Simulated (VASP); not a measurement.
# Al2Cu (I4/mcm) in VASP: a series of runs

The runs below take Al2Cu through single point, with PBE.

Everything below comes from runs of VASP 6.6.1. Logs are shortened: lines on timing, memory, paths and dates and some standing lists are left out, and cuts for length are marked.

### Step 1. The cell of the first run

It takes space group I4/mcm (No. 140, tetragonal). Conventional cell: a = 6.052 Å, b = 6.052 Å, c = 4.834 Å, α = 90.00°, β = 90.00°, γ = 90.00°. Within 3.4 Å of Al (site symmetry m2m) lie 4 Cu at 2.58 Å and 11 Al at 2.72 to 3.22 Å. Cu (site symmetry 422) has 2 Cu at 2.42 Å and 8 Al at 2.58 Å within 3.2 Å.

### Step 2. Single point, PBE

Contents of INCAR:

```
ALGO     = Fast           # electronic algorithm
EDIFF    = 1E-6           # SCF threshold, eV
ENCUT    = 520            # plane-wave cutoff, eV
GGA      = PE             # functional
ISIF     = 2              # what is computed and relaxed
ISMEAR   = 0              # smearing method
LASPH    = True           # aspherical terms in the spheres
LCHARG   = True           # write CHGCAR
LELF     = True           # ELF
LREAL    = False          # projectors in reciprocal space
LVHAR    = True         
LWAVE    = False          # write WAVECAR
NBANDS   = 26             # bands
NELM     = 100            # most SCF steps
PREC     = Accurate       # precision mode
SIGMA    = 0.15           # smearing width, eV
```

Contents of KPOINTS:

```
k-points
0
Gamma
  10 10 10
```

Contents of POSCAR:

```
Al2Cu
1.0
   -3.0261521191      3.0261521191      2.4168500000
    3.0261521191     -3.0261521191      2.4168500000
    3.0261521191      3.0261521191     -2.4168500000
Al Cu
4 2
Direct
    0.1587211657      0.6587211657      0.8174423314
    0.6587211657      0.8412788343      0.5000000000
    0.8412788343      0.3412788343      0.1825576686
    0.3412788343      0.1587211657      0.5000000000
    0.7500000000      0.7500000000      0.0000000000
    0.2500000000      0.2500000000      0.0000000000
```

Potentials or basis: VASP PAW PBE potentials, release 64 (Al, Cu).

Run with:

```
$ cat potpaw_PBE.64/Al/POTCAR potpaw_PBE.64/Cu/POTCAR > POTCAR
$ mpirun -np 1 vasp_std > vasp.out
```

OUTCAR:

```text
EDIFF = 1E-6
   ENCUT = 520
   GGA = PE
   ISIF = 2
   ISMEAR = 0
   LASPH = True
   LREAL = False
   NELM = 100
   PREC = Accurate

 ion  position               nearest neighbor table
   1  0.159  0.659  0.817-   5 2.58   6 2.58   5 2.58   6 2.58   3 2.72   3 2.88   3 2.88   4 3.09
                             2 3.09   2 3.09   4 3.09   4 3.22   2 3.22   2 3.22   4 3.22
   2  0.659  0.841  0.500-   6 2.58   5 2.58   5 2.58   6 2.58   4 2.72   4 2.88   4 2.88   3 3.09
                             1 3.09   1 3.09   3 3.09   1 3.22   3 3.22   1 3.22   3 3.22
   3  0.841  0.341  0.183-   5 2.58   6 2.58   5 2.58   6 2.58   1 2.72   1 2.88   1 2.88   2 3.09
                             4 3.09   4 3.09   2 3.09   2 3.22   4 3.22   4 3.22   2 3.22
   4  0.341  0.159  0.500-   5 2.58   6 2.58   6 2.58   5 2.58   2 2.72   2 2.88   2 2.88   1 3.09
                             1 3.09   3 3.09   3 3.09   1 3.22   3 3.22   3 3.22   1 3.22
   5  0.750  0.750  0.000-   6 2.42   6 2.42   1 2.58   2 2.58   3 2.58   4 2.58   2 2.58   4 2.58
                             1 2.58   3 2.58
   6  0.250  0.250  0.000-   5 2.42   5 2.42   1 2.58   3 2.58   4 2.58   3 2.58   4 2.58   1 2.58
                             2 2.58   2 2.58

  LATTYP: Found a body centered tetragonal cell.
 ALAT       =     6.0523042382
 C/A-ratio  =     0.7986544975

  Lattice vectors:

 A1 = (  -3.0261521191,   3.0261521191,   2.4168500000)
 A2 = (   3.0261521191,  -3.0261521191,   2.4168500000)
 A3 = (   3.0261521191,   3.0261521191,  -2.4168500000)

Analysis of symmetry for initial positions (statically):
=====================================================================
 Subroutine PRICEL returns:
 Original cell was already a primitive cell.

 Routine SETGRP: Setting up the symmetry group for a
 body centered tetragonal supercell.

 Subroutine GETGRP returns: Found 16 space group operations
 (whereof  8 operations were pure point group operations)
 out of a pool of 16 trial point group operations.

The static configuration has the point symmetry C_4h.
 The point group associated with its full space group is D_4h.

Analysis of symmetry for dynamics (positions and initial velocities):
=====================================================================
 Subroutine PRICEL returns:
 Original cell was already a primitive cell.

 Routine SETGRP: Setting up the symmetry group for a
 body centered tetragonal supercell.

 Subroutine GETGRP returns: Found 16 space group operations
 (whereof  8 operations were pure point group operations)
 out of a pool of 16 trial point group operations.

The dynamic configuration has the point symmetry C_4h.
 The point group associated with its full space group is D_4h.

 Subroutine INISYM returns: Found 16 space group operations
 (whereof  8 operations are pure point group operations),
 and found     1 'primitive' translations

----------------------------------------------------------------------------------------

                                     Primitive cell

  volume of cell :      88.5301

  direct lattice vectors                    reciprocal lattice vectors
    -3.026152119  3.026152119  2.416850000     0.000000000  0.165226327  0.206880857
     3.026152119 -3.026152119  2.416850000     0.165226327  0.000000000  0.206880857
     3.026152119  3.026152119 -2.416850000     0.165226327  0.165226327  0.000000000

  length of vectors
     4.914911720  4.914911720  4.914911720     0.264762966  0.264762966  0.233665313

  position of ions in fractional coordinates (direct lattice)
     0.158721166  0.658721166  0.817442331
     0.658721166  0.841278834  0.500000000
     0.841278834  0.341278834  0.182557669
     0.341278834  0.158721166  0.500000000
     0.750000000  0.750000000  0.000000000
     0.250000000  0.250000000  0.000000000

  ion indices of the primitive-cell ions
   primitive index   ion index
                 1           1
                 2           2
                 3           3
                 4           4
                 5           5
                 6           6

----------------------------------------------------------------------------------------

 KPOINTS: k-points

Automatic generation of k-mesh.
 Grid dimensions read from file:
 generate k-points for:   10   10   10

 Generating k-lattice:

  Cartesian coordinates                     Fractional coordinates (reciprocal lattice)
     0.000000000  0.016522633  0.020688086     0.100000000 -0.000000000  0.000000000
     0.016522633  0.000000000  0.020688086    -0.000000000  0.100000000  0.000000000
     0.016522633  0.016522633  0.000000000     0.000000000  0.000000000  0.100000000

  Length of vectors
     0.026476297  0.026476297  0.023366531

  Shift w.r.t. Gamma in fractional coordinates (k-lattice)
     0.000000000  0.000000000  0.000000000

 Subroutine IBZKPT returns following result:
 ===========================================

 Found    102 irreducible k-points:

 Following reciprocal coordinates:
            Coordinates               Weight
  0.000000  0.000000  0.000000      1.000000
  0.100000  0.000000 -0.000000      8.000000
  0.200000  0.000000 -0.000000      8.000000
  0.300000  0.000000 -0.000000      8.000000
  0.400000  0.000000  0.000000      8.000000
  0.500000  0.000000 -0.000000      4.000000
[... 16 lines left out ...]
  0.300000  0.300000 -0.000000      8.000000
  0.400000  0.300000 -0.000000     16.000000
 [... further k-points ...]
   k-points           NKPTS =    102   k-points in BZ     NKDIM =    102   number of bands    NBANDS=     26
   number of dos      NEDOS =    301   number of ions     NIONS =      6
   total plane-waves  NPLWV =  64000
   dimension x,y,z NGX =    40 NGY =   40 NGZ =   40
   dimension x,y,z NGXF=    80 NGYF=   80 NGZF=   80
   ions per type =               4   2
   NGX,Y,Z   is equivalent  to a cutoff of  13.53, 13.53, 13.53 a.u.
   NGXF,Y,Z  is equivalent  to a cutoff of  27.06, 27.06, 27.06 a.u.
 SYSTEM =  unknown system
   PREC   = accura    normal or accurate (medium, high low for compatibility)
   ISTART =      0    job   : 0-new  1-cont  2-samecut
   ICHARG =      2    charge: 1-file 2-atom 10-const
   ISPIN  =      1    spin polarized calculation?
   LNONCOLLINEAR =      F non collinear calculations
   LSORBIT =      F    spin-orbit coupling
   LASPH  =      T    aspherical Exc in radial PAW
   ENCUT  =  520.0 eV  38.22 Ry    6.18 a.u.   9.14  9.14  9.14*2*pi/ulx,y,z
   NELM   =    100;   NELMIN=  2; NELMDL= -5     # of ELM steps
   EDIFF  = 0.1E-05   stopping-criterion for ELM
   LREAL  =      F    real-space projection
   EDIFFG = 0.1E-04   stopping-criterion for IOM
   NSW    =      0    number of steps for IOM
   IBRION =     -1    ionic relax: 0-MD 1-quasi-New 2-CG
   NFREE  =      0    steps in history (QN), initial steepest desc. (CG)
   ISIF   =      2    stress and relaxation
   ISYM   =      2    0-nonsym 1-usesym 2-fastsym
   POTIM  = 0.5000    time-step for ionic-motion
   TEBEG  =    0.0;   TEEND  =   0.0 temperature during run
   PSTRESS=    0.0 pullay stress
   NELECT =      34.0000    total number of electrons
   NUPDOWN=      -1.0000    fix difference up-down
   EMIN   =  10.00;   EMAX   =-10.00  energy-range for DOS
   EFERMI =   0.00;   METHOD = LEGACY
   ISMEAR =     0;   SIGMA  =   0.15  broadening in eV -4-tet -1-fermi 0-gaus
   EFERMI_NEDOS =   21; number of points for ismear=-14 and -15
   IALGO  =     68    algorithm
   IMIX   =      4    mixing-type and parameters
     AMIX     =   0.40;   BMIX     =  1.00
     AMIX_MAG =   1.60;   BMIX_MAG =  1.00
  volume/ion in A,a.u.               =      14.76        99.57
  Fermi-wavevector in a.u.,A,eV,Ry     =   1.189974  2.248724 19.266362  1.416038
  Thomas-Fermi vector in A             =   2.326069
   LORBIT       =      0    0 simple, 1 ext, 2 COOP (PROOUT), +10 PAW based schemes
   GGA     = PE    functional components
   LHFCALC =     F    Hartree Fock is set to
   AEXX    =    0.0000 exact exchange contribution
   IVDW    =     0    specifies the selected vdW correction
   LEPSILON=     F    determine dielectric tensor
   LRPA    =     F    only Hartree local field effects (RPA)
 non-spin polarized calculation
 RMM-DIIS sequential band-by-band and
 Gauss-broadening in eV      SIGMA  =   0.15
  energy-cutoff  :      520.00
  volume of cell :       88.53
 maximum number of plane-waves:      2413
 NGX is ok and might be reduce to    40
   NGX = 19   NGY = 19   NGZ = 19

 number of electron      33.9999987 magnetization

 Free energy of the ion-electron system (eV)
  ---------------------------------------------------
  ext. energy  EPLUGINS =         0.00000000
  ---------------------------------------------------
  free energy    TOTEN  =       -23.38831808 eV

  energy without entropy =      -23.36719266  energy(sigma->0) =      -23.37775537

 E-fermi :   8.0851     XC(G=0): -10.8984

 val. band max:        8.0665935430   @ k =   0.1000   0.1000  -0.0000
 cond. band min:       8.0883001742   @ k =  -0.3000  -0.3000   0.2000
 fundamental gap:      0.0217066312
 Fermi energy:         8.0850984590

 k-point     1 :       0.0000    0.0000    0.0000
  band No.  band energies     occupation
      1      -2.7333      2.00000
      2       2.7209      2.00000
      3       2.9416      2.00000
      4       2.9416      2.00000
      5       2.9465      2.00000
      6       3.8556      2.00000
[... 18 lines left out ...]
     25      13.2912      0.00000
     26      13.8913      0.00000

 k-point     2 :       0.1000    0.0000   -0.0000
  band No.  band energies     occupation
      1      -2.6276      2.00000
      2       2.7103      2.00000
      3       2.9175      2.00000
      4       2.9361      2.00000
      5       2.9701      2.00000
      6       3.8379      2.00000
[... 18 lines left out ...]
     25      13.4085      0.00000
[... 608 lines left out ...]
     25      14.2500      0.00000
     26      15.3656      0.00000

 k-point    24 :       0.4000    0.3000   -0.0000
  band No.  band energies     occupation
      1      -0.3661      2.00000
      2       0.4020      2.00000
      3       1.2282      2.00000
      4       2.8114      2.00000
      5       3.3185      2.00000
      6       3.4811      2.00000
[... 18 lines left out ...]
     25      15.0460      0.00000
     26      15.1157      0.00000

 [... further k-points ...]

------------------------ aborting loop because EDIFF is reached ----------------------------------------

  FORCE on cell =-STRESS in cart. coord.  units (eV):
  Direction    XX          YY          ZZ          XY          YZ          ZX
  --------------------------------------------------------------------------------------
  -------------------------------------------------------------------------------------
  Total        0.4551033      0.4551033      1.2027481      0.0000000      0.0000000      0.0000000
  in kB        8.2362475      8.2362475     21.7667741      0.0000000      0.0000000      0.0000000
  external PRESSURE =      12.7464230 kB  Pullay stress =       0.0000000 kB

 VOLUME and BASIS-vectors are now :
 -----------------------------------------------------------------------------
  energy-cutoff  :      520.00
  volume of cell :       88.53
      direct lattice vectors                 reciprocal lattice vectors
    -3.026152119  3.026152119  2.416850000     0.000000000  0.165226327  0.206880857
     3.026152119 -3.026152119  2.416850000     0.165226327  0.000000000  0.206880857
     3.026152119  3.026152119 -2.416850000     0.165226327  0.165226327  0.000000000

 POSITION                                       TOTAL-FORCE (eV/Angst)
 -----------------------------------------------------------------------------------
      3.98678      0.96063      0.00000        -0.028743     -0.028743     -0.000000
      2.06552      0.96063      2.41685         0.028743     -0.028743     -0.000000
     -0.96063      2.06552      2.41685         0.028743      0.028743      0.000000
      0.96063      2.06552      0.00000        -0.028743      0.028743     -0.000000
      0.00000      0.00000      3.62528        -0.000000     -0.000000     -0.000000
      0.00000      0.00000      1.20843         0.000000     -0.000000     -0.000000
 -----------------------------------------------------------------------------------
    total drift:                               -0.000000     -0.000000      0.000000

  FREE ENERGIE OF THE ION-ELECTRON SYSTEM (eV)
  ---------------------------------------------------
  free  energy   TOTEN  =       -23.3883180806 eV

  energy  without entropy=      -23.3671926555  energy(sigma->0) =      -23.37775537
```

Run time: 9.7 min. Hardware: 1 thread of Intel Xeon 8259CL, shared host; peak memory 0.37 GiB.

What came out:

| Quantity | Value |
| --- | --- |
| Free energy | -23.3883 eV |
| Pressure | 1.3 GPa |
| Largest force | 0.041 eV/Å |
| Band gap on the k mesh | zero (bands 17 and 18 overlap by 4.45 eV) |

Forces on the atoms (eV/Å):
```
Al  -0.029 -0.029  0.000
Al   0.029 -0.029  0.000
Al   0.029  0.029  0.000
Al  -0.029  0.029  0.000
Cu   0.000  0.000  0.000
Cu   0.000  0.000  0.000
```

Levels at points of the mesh, in eV from the Fermi level:
```
           k point  band 14  band 15  band 16  band 17  band 18  band 19  band 20  band 21
(0.00, 0.00, 0.00)    -2.02    -1.31    -1.19    -1.19    -0.85    -0.31     0.06     1.49
(0.50, 0.00, 0.00)    -3.10    -2.62    -2.62     0.20     0.20     4.00     4.00     4.29
(0.50, 0.50, 0.00)    -2.77    -1.50    -1.33    -0.95    -0.64     0.73     1.20     4.63
(0.50, 0.50, 0.50)    -3.22    -3.22    -1.80     2.61     2.97     2.97     3.31     4.09
```

(Continued in part 2 of 2.)
